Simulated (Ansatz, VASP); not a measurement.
**CdSnO2 in VASP and in Ansatz**

The input INCAR:

```
SYSTEM = CdSnO2
PREC = Accurate ; ENCUT = 600
EDIFF = 1E-6 ; ISMEAR = 0
SIGMA = 0.02 ; LREAL = .FALSE.
LASPH = .TRUE. ; NELM = 100
ALGO = Normal ; ISIF = 3
LWAVE = .FALSE. ; LCHARG = .FALSE.
GGA = PE ; IBRION = 2
NSW = 100 ; EDIFFG = -0.01
```

The input KPOINTS:

```
regular mesh
0
G
  10 10 10
  0 0 0
```

POSCAR

```
CdSnO2
1.0
   -1.9632559134      1.9632559134      4.8718750722
    1.9632559134     -1.9632559134      4.8718750722
    1.9632559134      1.9632559134     -4.8718750722
Cd Sn O
1 1 2
Direct
    0.1143321154      0.1143321154      0.0000000000
    0.3994127583      0.3994127583      0.0000000000
    0.9912877923      0.4912877923      0.5000000000
    0.4912877923      0.9912877923      0.5000000000
```

Input for Ansatz:

```yaml
crystal:
  lattice:
    - [-1.9632559134, 1.9632559134, 4.8718750722]
    - [1.9632559134, -1.9632559134, 4.8718750722]
    - [1.9632559134, 1.9632559134, -4.8718750722]
  atoms:
    - { symbol: Cd, position: [0.1143321154, 0.1143321154, 0.0] }
    - { symbol: Sn, position: [0.3994127583, 0.3994127583, 0.0] }
    - { symbol: O, position: [0.9912877923, 0.4912877923, 0.5] }
    - { symbol: O, position: [0.4912877923, 0.9912877923, 0.5] }
basis:
  ecutwfc: 420
kpoints:
  mp_grid: { grid: [10, 10, 10] }
hamiltonian:
  xc: pbe
scf:
  occupations: { method: gaussian, width: 0.02 }
output:
  forces: true
  stress: true
  eigenvalues: true
relax:
  adjacent_minimum: "off"
  f_tol: 0.01
  max_steps: 80
  cell: { stress_tol: 0.05 }
```

Change from the starting cell: the structure that the rattled cell fell into.

Alike in both runs: task relaxation of cell and atoms; functional PBE; k mesh 10 × 10 × 10; occupations gaussian, width 0.02 eV; no spin polarisation.

|  | VASP | Ansatz |
| --- | --- | --- |
| version | VASP 6.6.1 | Ansatz 0.2.0 |
| potentials or method | VASP PAW PBE potentials, release 64 (Cd, Sn_d, O), cutoff 600 eV | scalar-relativistic, plane waves, PAW |
| valence electrons in the cell | 38 | 46 |

|  | VASP | Ansatz | Ansatz less VASP |
| --- | --- | --- | --- |
| gap on the k mesh at the Fermi level, each at its own relaxed structure (eV) | 0.62 | 0.64 | +0.023 |
| relaxed volume (Å³/atom) | 18.83 | 18.76 | -0.072 |
| relaxed length of the cell vector where the two differ most in proportion (Å) | 5.617 | 5.609 | -0.0077 |

VASP's potentials hold 38 valence electrons a cell and Ansatz's 46, so a difference there can come from the potentials and not from the codes.
